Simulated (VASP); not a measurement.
# MgB2 (P6/mmm) in VASP: further runs

Runs on MgB2. Level: PBE. Tasks: single point, relaxation of cell and atoms.

All numbers are computed with VASP 6.6.1; they aren't measurements. Logs are shortened: lines on timing, memory, paths and dates and some standing lists are left out, and cuts for length are marked.

### Step 1. The cell of the first run

The structure is hexagonal, space group P6/mmm (No. 191). Conventional cell: a = 3.085 Å, b = 3.085 Å, c = 3.523 Å, α = 90.00°, β = 90.00°, γ = 120.00°. Within 3.3 Å of Mg (site symmetry 6/mmm) lie 12 B at 2.51 Å and 6 Mg at 3.08 to 3.09 Å. B (site symmetry -6m2) has 3 B at 1.78 Å within 2.4 Å.

### Step 2. Single point, PBE

File INCAR:

```
PREC     = Accurate       # precision mode
ENCUT    = 520            # plane-wave cutoff, eV
EDIFF    = 1E-7           # SCF threshold, eV
ISMEAR   = 0              # smearing method
SIGMA    = 0.1            # smearing width, eV
LREAL    = F              # projectors in reciprocal space
LASPH    = T              # aspherical terms in the spheres
NELM     = 80             # most SCF steps
ALGO     = Normal         # electronic algorithm
ISIF     = 2              # what is computed and relaxed
LWAVE    = F              # write WAVECAR
LCHARG   = T              # write CHGCAR
GGA      = PE             # functional
LELF     = T              # ELF
LVHAR    = T            
NBANDS   = 11             # bands
```

File KPOINTS:

```
regular mesh
0
Gamma
  6 6 6
```

File POSCAR:

```
MgB2
1.0
    3.0850000000      0.0000000000      0.0000000000
   -1.5425000000      2.6716883707      0.0000000000
    0.0000000000      0.0000000000      3.5230000000
Mg B
1 2
Direct
    0.0000000000      0.0000000000      0.0000000000
    0.3333333333      0.6666666667      0.5000000000
    0.6666666667      0.3333333333      0.5000000000
```

Potentials or basis: VASP PAW PBE potentials, release 64 (Mg, B).

Command:

```
cat potpaw_PBE.64/Mg/POTCAR potpaw_PBE.64/B/POTCAR > POTCAR
mpirun -np 1 vasp_std > vasp.out
```

OUTCAR:

```text
PREC = Accurate
   ENCUT = 520
   EDIFF = 1E-7
   ISMEAR = 0
   LREAL = F
   LASPH = T
   NELM = 80
   ISIF = 2
   GGA = PE

 ion  position               nearest neighbor table
   1  0.000  0.000  0.000-   2 2.51   3 2.51   2 2.51   3 2.51   3 2.51   3 2.51   2 2.51   2 2.51
                             3 2.51   3 2.51   2 2.51   2 2.51
   2  0.333  0.667  0.500-   3 1.78   3 1.78   3 1.78   1 2.51   1 2.51   1 2.51   1 2.51   1 2.51
                             1 2.51
   3  0.667  0.333  0.500-   2 1.78   2 1.78   2 1.78   1 2.51   1 2.51   1 2.51   1 2.51   1 2.51
                             1 2.51

  LATTYP: Found a hexagonal cell.
 ALAT       =     3.0850000000
 C/A-ratio  =     1.1419773096

  Lattice vectors:

 A1 = (   3.0850000000,   0.0000000000,   0.0000000000)
 A2 = (  -1.5425000000,   2.6716883707,   0.0000000000)
 A3 = (   0.0000000000,   0.0000000000,   3.5230000000)

Analysis of symmetry for initial positions (statically):
=====================================================================
 Subroutine PRICEL returns:
 Original cell was already a primitive cell.

 Routine SETGRP: Setting up the symmetry group for a
 hexagonal supercell.

 Subroutine GETGRP returns: Found 24 space group operations
 (whereof 24 operations were pure point group operations)
 out of a pool of 24 trial point group operations.

The static configuration has the point symmetry D_6h.

Analysis of symmetry for dynamics (positions and initial velocities):
=====================================================================
 Subroutine PRICEL returns:
 Original cell was already a primitive cell.

 Routine SETGRP: Setting up the symmetry group for a
 hexagonal supercell.

 Subroutine GETGRP returns: Found 24 space group operations
 (whereof 24 operations were pure point group operations)
 out of a pool of 24 trial point group operations.

The dynamic configuration has the point symmetry D_6h.

 Subroutine INISYM returns: Found 24 space group operations
 (whereof 24 operations are pure point group operations),
 and found     1 'primitive' translations

----------------------------------------------------------------------------------------

                                     Primitive cell

  volume of cell :      29.0371

  direct lattice vectors                    reciprocal lattice vectors
     3.085000000  0.000000000  0.000000000     0.324149109  0.187147575  0.000000000
    -1.542500000  2.671688371  0.000000000     0.000000000  0.374295150  0.000000000
     0.000000000  0.000000000  3.523000000     0.000000000  0.000000000  0.283848992

  length of vectors
     3.085000000  3.085000000  3.523000000     0.374295150  0.374295150  0.283848992

  position of ions in fractional coordinates (direct lattice)
     0.000000000  0.000000000  0.000000000
     0.333333333  0.666666667  0.500000000
     0.666666667  0.333333333  0.500000000

  ion indices of the primitive-cell ions
   primitive index   ion index
                 1           1
                 2           2
                 3           3

----------------------------------------------------------------------------------------

 KPOINTS: regular mesh

Automatic generation of k-mesh.
 Grid dimensions read from file:
 generate k-points for:    6    6    6

 Generating k-lattice:

  Cartesian coordinates                     Fractional coordinates (reciprocal lattice)
     0.054024851  0.031191263  0.000000000     0.166666667  0.000000000  0.000000000
     0.000000000  0.062382525  0.000000000     0.000000000  0.166666667  0.000000000
     0.000000000  0.000000000  0.047308165     0.000000000  0.000000000  0.166666667

  Length of vectors
     0.062382525  0.062382525  0.047308165

  Shift w.r.t. Gamma in fractional coordinates (k-lattice)
     0.000000000  0.000000000  0.000000000

 Subroutine IBZKPT returns following result:
 ===========================================

 Found     28 irreducible k-points:

 Following reciprocal coordinates:
            Coordinates               Weight
  0.000000  0.000000  0.000000      1.000000
  0.166667  0.000000  0.000000      6.000000
  0.333333 -0.000000  0.000000      6.000000
  0.500000 -0.000000  0.000000      3.000000
  0.166667  0.166667  0.000000      6.000000
  0.333333  0.166667  0.000000     12.000000
[... 16 lines left out ...]
  0.166667  0.000000  0.500000      6.000000
  0.333333 -0.000000  0.500000      6.000000
 [... further k-points ...]
   k-points           NKPTS =     28   k-points in BZ     NKDIM =     28   number of bands    NBANDS=     11
   number of dos      NEDOS =    301   number of ions     NIONS =      3
   total plane-waves  NPLWV =  16128
   dimension x,y,z NGX =    24 NGY =   24 NGZ =   28
   dimension x,y,z NGXF=    48 NGYF=   48 NGZF=   56
   ions per type =               1   2
   NGX,Y,Z   is equivalent  to a cutoff of  12.93, 12.93, 13.21 a.u.
   NGXF,Y,Z  is equivalent  to a cutoff of  25.87, 25.87, 26.43 a.u.
 SYSTEM =  unknown system
   PREC   = accura    normal or accurate (medium, high low for compatibility)
   ISTART =      0    job   : 0-new  1-cont  2-samecut
   ICHARG =      2    charge: 1-file 2-atom 10-const
   ISPIN  =      1    spin polarized calculation?
   LNONCOLLINEAR =      F non collinear calculations
   LSORBIT =      F    spin-orbit coupling
   LASPH  =      T    aspherical Exc in radial PAW
   ENCUT  =  520.0 eV  38.22 Ry    6.18 a.u.   5.74  5.74  6.55*2*pi/ulx,y,z
   NELM   =     80;   NELMIN=  2; NELMDL= -5     # of ELM steps
   EDIFF  = 0.1E-06   stopping-criterion for ELM
   LREAL  =      F    real-space projection
   EDIFFG = 0.1E-05   stopping-criterion for IOM
   NSW    =      0    number of steps for IOM
   IBRION =     -1    ionic relax: 0-MD 1-quasi-New 2-CG
   NFREE  =      0    steps in history (QN), initial steepest desc. (CG)
   ISIF   =      2    stress and relaxation
   ISYM   =      2    0-nonsym 1-usesym 2-fastsym
   POTIM  = 0.5000    time-step for ionic-motion
   TEBEG  =    0.0;   TEEND  =   0.0 temperature during run
   PSTRESS=    0.0 pullay stress
   NELECT =       8.0000    total number of electrons
   NUPDOWN=      -1.0000    fix difference up-down
   EMIN   =  10.00;   EMAX   =-10.00  energy-range for DOS
   EFERMI =   0.00;   METHOD = LEGACY
   ISMEAR =     0;   SIGMA  =   0.10  broadening in eV -4-tet -1-fermi 0-gaus
   EFERMI_NEDOS =   21; number of points for ismear=-14 and -15
   IALGO  =     38    algorithm
   IMIX   =      4    mixing-type and parameters
     AMIX     =   0.40;   BMIX     =  1.00
     AMIX_MAG =   1.60;   BMIX_MAG =  1.00
  volume/ion in A,a.u.               =       9.68        65.32
  Fermi-wavevector in a.u.,A,eV,Ry     =   1.065255  2.013040 15.439462  1.134768
  Thomas-Fermi vector in A             =   2.200801
   LORBIT       =      0    0 simple, 1 ext, 2 COOP (PROOUT), +10 PAW based schemes
   GGA     = PE    functional components
   LHFCALC =     F    Hartree Fock is set to
   AEXX    =    0.0000 exact exchange contribution
   IVDW    =     0    specifies the selected vdW correction
   LEPSILON=     F    determine dielectric tensor
   LRPA    =     F    only Hartree local field effects (RPA)
 non-spin polarized calculation
 Gauss-broadening in eV      SIGMA  =   0.10
  energy-cutoff  :      520.00
  volume of cell :       29.04
 maximum number of plane-waves:       806
 NGX is ok and might be reduce to    24
   NGX = 11   NGY = 11   NGZ = 13

 number of electron       8.0000000 magnetization

 Free energy of the ion-electron system (eV)
  ---------------------------------------------------
  ext. energy  EPLUGINS =         0.00000000
  ---------------------------------------------------
  free energy    TOTEN  =       -15.33053441 eV

  energy without entropy =      -15.32725736  energy(sigma->0) =      -15.32889588

 E-fermi :   5.3494     XC(G=0): -10.9084

 val. band max:        5.0867064543   @ k =   0.1667   0.0000   0.5000
 cond. band min:       5.3506565350   @ k =   0.3333   0.1667   0.0000
 fundamental gap:      0.2639500807
 Fermi energy:         5.3493518503

 k-point     1 :       0.0000    0.0000    0.0000
  band No.  band energies     occupation
      1      -7.1349      2.00000
      2       2.3369      2.00000
      3       5.6534      0.00002
      4       5.6534      0.00002
      5       6.9090      0.00000
      6      11.5857      0.00000
      7      11.5857      0.00000
      8      13.3446      0.00000
      9      15.2083      0.00000
     10      17.9336      0.00000
     11      21.3877      0.00000

 k-point     2 :       0.1667    0.0000    0.0000
  band No.  band energies     occupation
      1      -6.6539      2.00000
      2       2.8049      2.00000
      3       3.6072      2.00000
      4       4.7442      2.00000
      5       7.3496      0.00000
      6      11.0966      0.00000
      7      13.4573      0.00000
      8      13.6363      0.00000
      9      14.2783      0.00000
     10      19.8004      0.00000
     11      20.0531      0.00000

 k-point     3 :       0.3333   -0.0000    0.0000
  band No.  band energies     occupation
      1      -5.2353      2.00000
      2       0.1916      2.00000
      3       3.5653      2.00000
      4       4.1428      2.00000
      5       8.5214      0.00000
      6      10.2617      0.00000
      7      10.4640      0.00000
      8      13.9064      0.00000
      9      17.2345      0.00000
     10      18.4100      0.00000
     11      19.6480      0.00000
[... 267 lines left out ...]
 k-point    23 :       0.1667    0.0000    0.5000
  band No.  band energies     occupation
      1      -5.4183      2.00000
      2      -1.6159      2.00000
      3       4.1545      2.00000
      4       5.0867      1.99980
      5      10.4504      0.00000
      6      11.7790      0.00000
      7      13.8445      0.00000
      8      15.5480      0.00000
      9      15.8912      0.00000
     10      16.2529      0.00000
     11      16.7417      0.00000

 k-point    24 :       0.3333   -0.0000    0.5000
  band No.  band energies     occupation
      1      -4.1176      2.00000
      2      -0.0414      2.00000
      3       0.9490      2.00000
      4       3.8721      2.00000
      5       6.5398      0.00000
      6      11.2249      0.00000
      7      14.5946      0.00000
      8      14.6292      0.00000
      9      17.1756      0.00000
     10      17.8056      0.00000
     11      18.7513      0.00000

 [... further k-points ...]
[... 5 lines left out ...]
  --------------------------------------------------------------------------------------
  -------------------------------------------------------------------------------------
  Total       -0.1455771     -0.1455771     -0.3509676      0.0000000      0.0000000     -0.0000000
  in kB       -8.0324876     -8.0324876    -19.3652889      0.0000000      0.0000000     -0.0000000
  external PRESSURE =     -11.8100880 kB  Pullay stress =       0.0000000 kB

 VOLUME and BASIS-vectors are now :
 -----------------------------------------------------------------------------
  energy-cutoff  :      520.00
  volume of cell :       29.04
      direct lattice vectors                 reciprocal lattice vectors
     3.085000000  0.000000000  0.000000000     0.324149109  0.187147575  0.000000000
    -1.542500000  2.671688371  0.000000000     0.000000000  0.374295150  0.000000000
     0.000000000  0.000000000  3.523000000     0.000000000  0.000000000  0.283848992

 POSITION                                       TOTAL-FORCE (eV/Angst)
 -----------------------------------------------------------------------------------
      0.00000      0.00000      0.00000         0.000000      0.000000      0.000000
     -0.00000      1.78113      1.76150        -0.000000     -0.000000     -0.000000
      1.54250      0.89056      1.76150         0.000000      0.000000      0.000000
 -----------------------------------------------------------------------------------
    total drift:                                0.000000     -0.000000      0.000000

  FREE ENERGIE OF THE ION-ELECTRON SYSTEM (eV)
  ---------------------------------------------------
  free  energy   TOTEN  =       -15.3305344075 eV

  energy  without entropy=      -15.3272573571  energy(sigma->0) =      -15.32889588
```

Wall time 3.9 s (1 thread of Intel Xeon 6975P-C (Granite Rapids), shared host); peak memory 0.14 GiB.

What came out:

```yaml
Free_energy: -15.3305 eV
Pressure: -1.2 GPa
Band_gap_on_the_k_mesh: zero (band 4 reaches 7.07 eV, above the bottom of band 5 at 3.25 eV)
```

Stress tensor (GPa, compression positive):
```
-0.80  0.00  0.00
 0.00 -0.80  0.00
 0.00  0.00 -1.94
```

Levels at points of the mesh, in eV from the Fermi level:
| k point | band 2 | band 3 | band 4 | band 5 | band 6 | band 7 |
| --- | --- | --- | --- | --- | --- | --- |
| (0.00, 0.00, 0.00) | -3.01 | 0.30 | 0.30 | 1.56 | 6.24 | 6.24 |
| (0.50, 0.00, 0.00) | -7.89 | -2.23 | 0.14 | 3.00 | 3.79 | 5.23 |
| (0.00, 0.00, 0.50) | -7.51 | 0.68 | 0.68 | 6.57 | 6.57 | 7.86 |
| (0.50, 0.00, 0.50) | -6.98 | -3.65 | -1.93 | -1.39 | 5.63 | 8.67 |

Caveat: the k points lie up to 0.39 Å⁻¹ apart.

(Part 1 of 3 ends here.)
